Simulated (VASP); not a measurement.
Runs of VASP 6.6.1 on P. The structure is that of space group Fd-3m (No. 227), or close to it. The cells are those of the table. 

| cell | k mesh | gap on the mesh (eV) | pressure (GPa) |
| --- | --- | --- | --- |
| a = 4.041 Å, angles 60.0°, 2 atoms | 11 × 11 × 11 | none | (c) |
| a = 4.094 Å, angles 60.0°, 2 atoms | 11 × 11 × 11 | none | -1.5 |
| a = 3.986 Å, angles 60.0°, 2 atoms | 11 × 11 × 11 | none | 1.7 |
| a = 4.041 Å, angles 60.0°, 2 atoms | 16 × 16 × 16 | none | (b) |
| a = 3.872 Å, angles 60.0°, 2 atoms | 11 × 11 × 11 | none | (a) |
| a = 4.146 Å, angles 60.0°, 2 atoms | 11 × 11 × 11 | none | -2.8 |
| a = 3.930 Å, angles 60.0°, 2 atoms | 11 × 11 × 11 | none | 3.7 |
| a = 4.197 Å, angles 60.0°, 2 atoms | 11 × 11 × 11 | none | -3.9 |

Alike in all rows: task single point; level BLYP; potentials or basis VASP PAW PBE potentials, release 64 (P); no spin polarisation; cutoff (eV) 520; smearing fermi-dirac 0.1 eV.

**Question.** Estimate the missing entries.

**Answer.** (a) 5.9; (b) 0.1; (c) 0.0.

Caveats: the PAW data sets were made with another functional, which shifts forces and pressure a little.

A gap of «none» marks levels without a gap at the run's occupations.
